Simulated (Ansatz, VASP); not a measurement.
Two plane-wave programs on Ti

```
Ti
1.0
    -1.68203    1.68203    1.68203
     1.68203   -1.68203    1.68203
     1.68203    1.68203   -1.68203
Ti
1
Direct
  0.00000 0.00000 0.00000
```

Change from the starting cell: strain +0.025 along x and y, +0.025 along z, atoms carried along.

Alike in both runs: task single point; functional r2SCAN; k mesh 20 × 20 × 20; occupations gaussian, width 0.15 eV; no spin polarisation.

|  | VASP | Ansatz |
| --- | --- | --- |
| version | VASP 6.6.1 | Ansatz 0.2.0 |
| potentials or method | VASP PAW PBE potentials, release 64 (Ti_sv), cutoff 520 eV | scalar-relativistic, plane waves, PAW |
| valence electrons in the cell | 12 | 12 |

VASP gave:

- gap on the k mesh at the Fermi level (eV): none
- pressure (GPa): -9.1

Which values does Ansatz return?

gap on the k mesh at the Fermi level (eV): none; pressure (GPa): -9.4.

VASP's potentials were made for PBE, not for r2SCAN. A gap of «none» marks a metal or a gap that the smearing closes.
